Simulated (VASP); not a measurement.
Input of a VASP 6.6.1 run:

The input POSCAR:

```
CoO
1.0
    3.1976460000      0.0000000000      0.0000000000
   -1.5988230000      2.7692420000      0.0000000000
    0.0000000000      0.0000000000      5.2287100000
Co O
2 2
Direct
    0.0000000000      0.0000000000      0.0034740000
    0.3333333333      0.6666666667      0.5033620000
    0.0000000000      0.0000000000      0.3716090000
    0.3333333333      0.6666666667      0.8715560000
```

The input INCAR.step1:

```
SYSTEM = CoO
ALGO = Normal
EDIFF = 1E-5
ENCUT = 660
GGA = PE
GGA_COMPAT = .False.
ISMEAR = -1
ISPIN = 2
LASPH = .True.
LCHARG = .False.
LMAXMIX = 4
LREAL = .False.
LWAVE = .True.
MAGMOM = 3.2 3.2 0 0
NBANDS = 27
NELM = 200
PREC = Accurate
SIGMA = 0.05
```

The input INCAR.step2:

```
SYSTEM = CoO
ALGO = Normal
EDIFF = 1E-6
ENCUT = 660
GGA_COMPAT = .False.
ISIF = 2
ISMEAR = -1
ISPIN = 2
ISTART = 1
LASPH = .True.
LCHARG = .True.
LELF = .True.
LMAXMIX = 4
LMIXTAU = .True.
LORBIT = 11
LREAL = .False.
LVHAR = .True.
LWAVE = .False.
MAGMOM = 3.2 3.2 0 0
METAGGA = R2SCAN
NBANDS = 27
NELM = 200
PREC = Accurate
SIGMA = 0.05
```

The input KPOINTS:

```
k-points
0
Gamma
  8 8 4
  0 0 0
```

Potentials or basis: VASP PAW PBE potentials, release 64 (Co, O).

Run with:

```sh
$ cat potpaw_PBE.64/Co/POTCAR potpaw_PBE.64/O/POTCAR > POTCAR
$ cp INCAR.step1 INCAR
$ mpirun -np 1 vasp_std > vasp.out
$ cp INCAR.step2 INCAR
$ mpirun -np 1 vasp_std > vasp.out
```

Question: Estimate the net moment.

Answer: 6.00 μB per cell.

Question: Predict the band gap on the k mesh.

Answer: 0.52 eV.

Question: Estimate the pressure.

Answer: 1.8 GPa.

Forces in eV/Å, atoms in the order of the input:
```
Co   0.000  0.000 -0.457
Co   0.000  0.000 -0.445
O    0.000  0.000  0.450
O    0.000  0.000  0.452
```

Caveat: the PAW data sets were made with another functional, which shifts forces and pressure a little. A k mesh can miss the band edges.
